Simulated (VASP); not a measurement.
# InAs (P-6m2) in VASP: a series of runs

InAs is run at these levels: PBE; tasks: single point.

All numbers are computed with VASP 6.6.1; they aren't measurements. Logs are shortened: lines on timing, memory, paths and dates and some standing lists are left out, and cuts for length are marked.

### Step 1. The cell of the first run

The structure is hexagonal, space group P-6m2 (No. 187). The conventional cell has a = 4.699 Å, b = 4.699 Å, c = 2.891 Å, α = 90.00°, β = 90.00°, γ = 120.00°. In (site symmetry -6m2) has 3 As at 2.71 Å and 2 In at 2.89 Å within 3.6 Å. As (site symmetry -6m2) has 3 In at 2.71 Å and 2 As at 2.89 Å within 3.6 Å.

### Step 2. Single point, PBE

File INCAR:

```
SYSTEM = InAs
  PREC = Accurate
  ENCUT = 520
  EDIFF = 1E-6
  ISMEAR = -1
  SIGMA = 0.05
  LREAL = .FALSE.
  LASPH = .TRUE.
  NELM = 80
  ALGO = Normal
  ISIF = 2
  LWAVE = .FALSE.
  LCHARG = .FALSE.
  GGA = PE
  NBANDS = 16
```

File KPOINTS:

```
regular mesh
0
G
  7 7 9
  0 0 0
```

File POSCAR:

```
InAs
1.0
    4.6994658889      0.0000000000      0.0000000000
   -2.3497329444      4.0698601110      0.0000000000
    0.0000000000      0.0000000000      2.8913532368
In As
1 1
Direct
    0.0000000000      0.0000000000      0.0000000000
    0.6666700000      0.3333300000      0.0000000000
```

Potentials or basis: VASP PAW PBE potentials, release 64 (In_d, As).

The run is started by

```bash
$ cat potpaw_PBE.64/In_d/POTCAR potpaw_PBE.64/As/POTCAR > POTCAR
$ mpirun -np 1 vasp_std > vasp.out
```

OUTCAR:

```text
SYSTEM = InAs
   PREC = Accurate
   ENCUT = 520
   EDIFF = 1E-6
   ISMEAR = -1
   LREAL = .FALSE.
   LASPH = .TRUE.
   NELM = 80
   ISIF = 2
   GGA = PE

 ion  position               nearest neighbor table
   1  0.000  0.000  0.000-   2 2.71   2 2.71   2 2.71
   2  0.667  0.333  0.000-   1 2.71   1 2.71   1 2.71

  LATTYP: Found a hexagonal cell.
 ALAT       =     4.6994658889
 C/A-ratio  =     0.6152514573

  Lattice vectors:

 A1 = (   4.6994658889,   0.0000000000,   0.0000000000)
 A2 = (  -2.3497329444,   4.0698601110,   0.0000000000)
 A3 = (   0.0000000000,   0.0000000000,   2.8913532368)

Analysis of symmetry for initial positions (statically):
=====================================================================
 Subroutine PRICEL returns:
 Original cell was already a primitive cell.

 Routine SETGRP: Setting up the symmetry group for a
 hexagonal supercell.

 Subroutine GETGRP returns: Found  4 space group operations
 (whereof  4 operations were pure point group operations)
 out of a pool of 24 trial point group operations.

The static configuration has the point symmetry C_2v.

Analysis of symmetry for dynamics (positions and initial velocities):
=====================================================================
 Subroutine PRICEL returns:
 Original cell was already a primitive cell.

 Routine SETGRP: Setting up the symmetry group for a
 hexagonal supercell.

 Subroutine GETGRP returns: Found  4 space group operations
 (whereof  4 operations were pure point group operations)
 out of a pool of 24 trial point group operations.

The dynamic configuration has the point symmetry C_2v.

 Subroutine INISYM returns: Found  4 space group operations
 (whereof  4 operations are pure point group operations),
 and found     1 'primitive' translations

----------------------------------------------------------------------------------------

                                     Primitive cell

  volume of cell :      55.3005

  direct lattice vectors                    reciprocal lattice vectors
     4.699465889  0.000000000  0.000000000     0.212790139  0.122854345  0.000000000
    -2.349732944  4.069860111  0.000000000     0.000000000  0.245708691  0.000000000
     0.000000000  0.000000000  2.891353237     0.000000000  0.000000000  0.345858814

  length of vectors
     4.699465889  4.699468718  2.891353237     0.245708839  0.245708691  0.345858814

  position of ions in fractional coordinates (direct lattice)
     0.000000000  0.000000000  0.000000000
     0.666670000  0.333330000  0.000000000

  ion indices of the primitive-cell ions
   primitive index   ion index
                 1           1
                 2           2

----------------------------------------------------------------------------------------

 KPOINTS: regular mesh

Automatic generation of k-mesh.
 Grid dimensions read from file:
 generate k-points for:    7    7    9

 Generating k-lattice:

  Cartesian coordinates                     Fractional coordinates (reciprocal lattice)
     0.030398591  0.017550621  0.000000000     0.142857143  0.000000000  0.000000000
     0.000000000  0.035101242  0.000000000     0.000000000  0.142857143  0.000000000
     0.000000000  0.000000000  0.038428757     0.000000000  0.000000000  0.111111111

  Length of vectors
     0.035101263  0.035101242  0.038428757

  Shift w.r.t. Gamma in fractional coordinates (k-lattice)
     0.000000000  0.000000000  0.000000000

 Subroutine IBZKPT returns following result:
 ===========================================

 Found     80 irreducible k-points:

 Following reciprocal coordinates:
            Coordinates               Weight
  0.000000  0.000000  0.000000      1.000000
  0.142857 -0.000000  0.000000      4.000000
 -0.142857  0.142857  0.000000      2.000000
  0.285714 -0.000000  0.000000      4.000000
 -0.285714  0.285714  0.000000      2.000000
  0.428571 -0.000000  0.000000      4.000000
[... 16 lines left out ...]
 -0.428571  0.428571  0.111111      4.000000
  0.142857  0.142857  0.111111      4.000000
 [... further k-points ...]
   k-points           NKPTS =     80   k-points in BZ     NKDIM =     80   number of bands    NBANDS=     16
   number of dos      NEDOS =    301   number of ions     NIONS =      2
   total plane-waves  NPLWV =  31104
   dimension x,y,z NGX =    36 NGY =   36 NGZ =   24
   dimension x,y,z NGXF=    72 NGYF=   72 NGZF=   48
   ions per type =               1   1
   NGX,Y,Z   is equivalent  to a cutoff of  12.74, 12.74, 13.80 a.u.
   NGXF,Y,Z  is equivalent  to a cutoff of  25.47, 25.47, 27.60 a.u.
 SYSTEM =  InAs
   PREC   = accura    normal or accurate (medium, high low for compatibility)
   ISTART =      0    job   : 0-new  1-cont  2-samecut
   ICHARG =      2    charge: 1-file 2-atom 10-const
   ISPIN  =      1    spin polarized calculation?
   LNONCOLLINEAR =      F non collinear calculations
   LSORBIT =      F    spin-orbit coupling
[... 106 lines left out ...]
  band No.  band energies     occupation
      1     -10.2214      2.00000
      2      -9.7990      2.00000
      3      -9.7135      2.00000
      4      -9.4718      2.00000
      5      -9.4698      2.00000
      6      -7.1216      2.00000
[... 8 lines left out ...]
     15      15.9352      0.00000
     16      16.3522      0.00000

 k-point     6 :       0.4286   -0.0000    0.0000
  band No.  band energies     occupation
      1     -10.2097      2.00000
      2      -9.8314      2.00000
      3      -9.7001      2.00000
      4      -9.4732      2.00000
      5      -9.4700      2.00000
      6      -6.8124      2.00000
[... 8 lines left out ...]
     15      14.9147      0.00000
     16      16.0415      0.00000

 k-point     7 :      -0.4286    0.4286    0.0000
  band No.  band energies     occupation
      1     -10.2097      2.00000
      2      -9.8314      2.00000
      3      -9.7001      2.00000
      4      -9.4732      2.00000
      5      -9.4700      2.00000
      6      -6.8124      2.00000
[... 8 lines left out ...]
     15      14.9147      0.00000
     16      16.0415      0.00000

 k-point     8 :       0.1429    0.1429    0.0000
  band No.  band energies     occupation
      1     -10.2252      2.00000
      2      -9.7871      2.00000
      3      -9.7187      2.00000
      4      -9.4713      2.00000
      5      -9.4698      2.00000
      6      -7.2157      2.00000
[... 8 lines left out ...]
     15      16.0026      0.00000
     16      16.7665      0.00000

 k-point     9 :      -0.1429    0.2857    0.0000
  band No.  band energies     occupation
      1     -10.2252      2.00000
      2      -9.7871      2.00000
      3      -9.7187      2.00000
      4      -9.4713      2.00000
      5      -9.4698      2.00000
      6      -7.2157      2.00000
[... 8 lines left out ...]
     15      16.0025      0.00000
     16      16.7664      0.00000
[... 172 lines left out ...]
 k-point    19 :      -0.1429    0.1429    0.1111
  band No.  band energies     occupation
      1     -10.1400      2.00000
      2      -9.7475      2.00000
      3      -9.7232      2.00000
      4      -9.5164      2.00000
      5      -9.5152      2.00000
      6      -7.2376      2.00000
[... 8 lines left out ...]
     15      16.8201      0.00000
     16      17.3614      0.00000

 k-point    20 :       0.2857   -0.0000    0.1111
  band No.  band energies     occupation
      1     -10.1246      2.00000
      2      -9.7855      2.00000
      3      -9.7071      2.00000
      4      -9.5193      2.00000
      5      -9.5156      2.00000
      6      -6.9298      2.00000
[... 8 lines left out ...]
     15      16.2609      0.00000
     16      16.3265      0.00000

 k-point    21 :      -0.2857    0.2857    0.1111
  band No.  band energies     occupation
      1     -10.1246      2.00000
      2      -9.7855      2.00000
      3      -9.7071      2.00000
      4      -9.5192      2.00000
      5      -9.5156      2.00000
      6      -6.9298      2.00000
[... 8 lines left out ...]
     15      16.2609      0.00000
     16      16.3265      0.00000

 k-point    22 :       0.4286   -0.0000    0.1111
  band No.  band energies     occupation
      1     -10.1111      2.00000
      2      -9.8158      2.00000
      3      -9.6941      2.00000
      4      -9.5214      2.00000
      5      -9.5160      2.00000
      6      -6.6283      2.00000
[... 8 lines left out ...]
     15      14.3927      0.00000
     16      16.6573      0.00000

 k-point    23 :      -0.4286    0.4286    0.1111
  band No.  band energies     occupation
      1     -10.1111      2.00000
      2      -9.8158      2.00000
      3      -9.6941      2.00000
      4      -9.5214      2.00000
      5      -9.5160      2.00000
      6      -6.6283      2.00000
[... 8 lines left out ...]
     15      14.3927      0.00000
     16      16.6573      0.00000

 k-point    24 :       0.1429    0.1429    0.1111
  band No.  band energies     occupation
      1     -10.1289      2.00000
      2      -9.7746      2.00000
      3      -9.7121      2.00000
      4      -9.5183      2.00000
      5      -9.5156      2.00000
      6      -7.0215      2.00000
[... 8 lines left out ...]
     15      16.3118      0.00000
     16      16.6832      0.00000

 [... further k-points ...]
[... 5 lines left out ...]
  --------------------------------------------------------------------------------------
  -------------------------------------------------------------------------------------
  Total        0.9974364      0.9972002      1.2225556     -0.0002060      0.0000000      0.0000000
  in kB       28.8979264     28.8910815     35.4201227     -0.0059680      0.0000000      0.0000000
  external PRESSURE =      31.0697102 kB  Pullay stress =       0.0000000 kB

 VOLUME and BASIS-vectors are now :
 -----------------------------------------------------------------------------
  energy-cutoff  :      520.00
  volume of cell :       55.30
      direct lattice vectors                 reciprocal lattice vectors
     4.699465889  0.000000000  0.000000000     0.212790139  0.122854345  0.000000000
    -2.349732944  4.069860111  0.000000000     0.000000000  0.245708691  0.000000000
     0.000000000  0.000000000  2.891353237     0.000000000  0.000000000  0.345858814

 POSITION                                       TOTAL-FORCE (eV/Angst)
 -----------------------------------------------------------------------------------
      0.00000      0.00000      0.00000         0.000151     -0.000087      0.000000
      2.34976      1.35661      0.00000        -0.000151      0.000087      0.000000
 -----------------------------------------------------------------------------------
    total drift:                               -0.000017     -0.000028      0.000000

  FREE ENERGIE OF THE ION-ELECTRON SYSTEM (eV)
  ---------------------------------------------------
  free  energy   TOTEN  =        -6.8600644536 eV

  energy  without entropy=       -6.8462183354  energy(sigma->0) =       -6.85314139
```

It took 31 s on 1 thread of AMD EPYC 9R45 (Zen 5), shared host; peak memory 0.2 GiB.

What came out:

```
Free energy            : -6.8601 eV
Pressure               : 3.1 GPa
Band gap on the k mesh : zero (band 9 reaches 6.10 eV, above the bottom of band 10 at 3.76 eV)
```

Levels at points of the mesh, in eV from the Fermi level:
```tsv
k point	band 7	band 8	band 9	band 10	band 11	band 12
(0.00, 0.00, 0.00)	-4.00	-2.49	-2.49	2.11	2.11	4.23
```

Caveat: spin-orbit coupling is left out, which moves the levels of the heavy elements.

### Step 3. Single point, PBE

This run uses another cell than the first one, of 28.21 Å³/atom, 1.020 times its volume.

File INCAR:

```
  PREC = Accurate
  ENCUT = 520
  EDIFF = 1E-6
  ISMEAR = -1
  SIGMA = 0.05
  LREAL = False
  LASPH = True
  NELM = 80
  ALGO = Normal
  ISIF = 2
  LWAVE = False
  LCHARG = False
  GGA = PE
  NBANDS = 16
```

File KPOINTS:

```
Automatic mesh
0
Gamma
  7 7 9
```

File POSCAR:

```
InAs
1.0
    4.7312200000      0.0000000000      0.0000000000
   -2.3656100000      4.0973600000      0.0000000000
    0.0000000000      0.0000000000      2.9108900000
In As
1 1
Direct
    0.0000000000      0.0000000000      0.0000000000
    0.6666700000      0.3333300000      0.0000000000
```

Potentials or basis: VASP PAW PBE potentials, release 64 (In_d, As).

The run is started by

```bash
$ cat potpaw_PBE.64/In_d/POTCAR potpaw_PBE.64/As/POTCAR > POTCAR
$ mpirun -np 1 vasp_std > vasp.out
```

Wall time 31 s (1 thread of AMD EPYC 9R45 (Zen 5), shared host); peak memory 0.2 GiB.

Results (log left out):

```yaml
Free_energy: -6.8783 eV
Pressure: 2.0 GPa
Band_gap_on_the_k_mesh: zero (band 9 reaches 5.87 eV, above the bottom of band 10 at 3.58 eV)
```

Stress tensor (GPa, compression positive):
```
1.80 0.00 0.00
0.00 1.79 0.00
0.00 0.00 2.47
```

Levels at points of the mesh, in eV from the Fermi level:
```csv
k point,band 7,band 8,band 9,band 10,band 11,band 12
"(0.00, 0.00, 0.00)",-4.02,-2.43,-2.43,2.13,2.13,4.14
```

Caveat: spin-orbit coupling is left out, which moves the levels of the heavy elements.

### Step 4. Single point, PBE

This run uses another cell than the first one, of 28.21 Å³/atom, 1.020 times its volume.

File INCAR:

```
SYSTEM = InAs
ALGO = Normal
EDIFF = 1E-6
ENCUT = 520
GGA = PE
ISIF = 2
ISMEAR = -1
LASPH = .True.
LCHARG = .False.
LREAL = .False.
LWAVE = .False.
NBANDS = 16
NELM = 60
PREC = Accurate
SIGMA = 0.05
```

File KPOINTS:

```
k-points
0
Gamma
  7 7 9
  0 0 0
```

POSCAR is that of step 3.

The run is started by

```bash
$ cat potpaw_PBE.64/In_d/POTCAR potpaw_PBE.64/As/POTCAR > POTCAR
$ mpirun -np 1 vasp_std > vasp.out
```

It took 31 s on 1 thread of AMD EPYC 9R45 (Zen 5), shared host; peak memory 0.2 GiB.

Results (log left out):

* Free energy: -6.8783 eV
* Pressure: 2.0 GPa
* Band gap on the k mesh: zero (band 9 reaches 5.87 eV, above the bottom of band 10 at 3.58 eV)

Stress tensor (GPa, compression positive):
```
1.80 0.00 0.00
0.00 1.79 0.00
0.00 0.00 2.47
```

Levels at points of the mesh, in eV from the Fermi level:
```
           k point  band 7  band 8  band 9  band 10  band 11  band 12
(0.00, 0.00, 0.00)   -4.02   -2.43   -2.43     2.13     2.13     4.14
```

Caveat: spin-orbit coupling is left out, which moves the levels of the heavy elements.

### Step 5. Single point, PBE

This run uses another cell than the first one, of 28.78 Å³/atom, 1.041 times its volume.

File INCAR:

```
  PREC = Accurate
  ENCUT = 520
  EDIFF = 1E-7
  ISMEAR = -1
  SIGMA = 0.05
  LREAL = False
  LASPH = True
  NELM = 80
  ALGO = Normal
  ISIF = 2
  LWAVE = False
  LCHARG = True
  GGA = PE
  LELF = True
  LVHAR = True
  NBANDS = 16
```

File KPOINTS:

```
Automatic mesh
0
Gamma
  7 7 9
```

File POSCAR:

```
InAs
1.0
    4.7625534959      0.0000000000      0.0000000000
   -2.3812767480      4.1244956252      0.0000000000
    0.0000000000      0.0000000000      2.9301679790
In As
1 1
Direct
    0.0000000000      0.0000000000      0.0000000000
    0.6666700000      0.3333300000      0.0000000000
```

The run is started by

```bash
$ cat potpaw_PBE.64/In_d/POTCAR potpaw_PBE.64/As/POTCAR > POTCAR
$ mpirun -np 1 vasp_std > vasp.out
```

Wall time 36 s (1 thread of AMD EPYC 9R45 (Zen 5), shared host); peak memory 0.2 GiB.

Results (log left out):

| Item | Value |
| --- | --- |
| Free energy | -6.8892 eV |
| Pressure | 1.0 GPa |
| Band gap on the k mesh | zero (band 9 reaches 5.64 eV, above the bottom of band 10 at 3.41 eV) |

Stress tensor (GPa, compression positive):
```
0.81 0.00 0.00
0.00 0.81 0.00
0.00 0.00 1.52
```

Levels at points of the mesh, in eV from the Fermi level:
| k point | band 6 | band 7 | band 8 | band 9 | band 10 | band 11 | band 12 | band 13 |
| --- | --- | --- | --- | --- | --- | --- | --- | --- |
| (0.00, 0.00, 0.00) | -12.13 | -4.04 | -2.38 | -2.38 | 2.15 | 2.15 | 4.05 | 5.41 |

Caveat: spin-orbit coupling is left out, which moves the levels of the heavy elements.

### Step 6. Single point, PBE

This run uses another cell than the first one, of 29.34 Å³/atom, 1.061 times its volume.

File INCAR:

```
  PREC = Accurate
  ENCUT = 520
  EDIFF = 1E-6
  ISMEAR = -1
  SIGMA = 0.05
  LREAL = F
  LASPH = T
  NELM = 80
  ALGO = Normal
  ISIF = 2
  LWAVE = F
  LCHARG = T
  GGA = PE
  LELF = T
  LVHAR = T
  NBANDS = 16
```

KPOINTS is that of step 5.

File POSCAR:

```
InAs
1.0
    4.7934800345      0.0000000000      0.0000000000
   -2.3967400173      4.1512788148      0.0000000000
    0.0000000000      0.0000000000      2.9491955770
In As
1 1
Direct
    0.0000000000      0.0000000000      0.0000000000
    0.6666700000      0.3333300000      0.0000000000
```

Potentials or basis: VASP PAW PBE potentials, release 64 (In_d, As).

The run is started by

```bash
$ cat potpaw_PBE.64/In_d/POTCAR potpaw_PBE.64/As/POTCAR > POTCAR
$ mpirun -np 1 vasp_std > vasp.out
```

Wall time 32 s (1 thread of AMD EPYC 9R45 (Zen 5), shared host); peak memory 0.2 GiB.

The run converged. Its results:

```
Free energy            : -6.8937 eV
Pressure               : 0.2 GPa
Band gap on the k mesh : zero (band 9 reaches 5.43 eV, above the bottom of band 10 at 3.25 eV)
```

Stress tensor (GPa, compression positive):
```
-0.07  0.00  0.00
 0.00 -0.07  0.00
 0.00  0.00  0.68
```

Levels at points of the mesh, in eV from the Fermi level:
| k point | band 6 | band 7 | band 8 | band 9 | band 10 | band 11 | band 12 | band 13 |
| --- | --- | --- | --- | --- | --- | --- | --- | --- |
| (0.00, 0.00, 0.00) | -12.02 | -4.06 | -2.33 | -2.33 | 2.17 | 2.17 | 3.97 | 5.41 |

Caveat: spin-orbit coupling is left out, which moves the levels of the heavy elements.

### Step 7. Overview

| cell | gap on the mesh (eV) | pressure (GPa) |
| --- | --- | --- |
| a = 4.699, b = 4.699, c = 2.891 Å, angles 90.0, 90.0, 120.0°, 2 atoms | none | 3.1 |
| a = 4.731, b = 4.731, c = 2.911 Å, angles 90.0, 90.0, 120.0°, 2 atoms | none | 2.0 |
| a = 4.763, b = 4.763, c = 2.930 Å, angles 90.0, 90.0, 120.0°, 2 atoms | none | 1.0 |
| a = 4.793, b = 4.793, c = 2.949 Å, angles 90.0, 90.0, 120.0°, 2 atoms | none | 0.2 |

Alike in all rows: task single point; level PBE; potentials or basis VASP PAW PBE potentials, release 64 (In_d, As); no spin polarisation; k mesh 7 × 7 × 9; cutoff (eV) 520; smearing fermi-dirac 0.05 eV.

Caveats: spin-orbit coupling is left out, which moves the levels of the heavy elements.

Absolute energies hang on the potentials; compare differences alone.
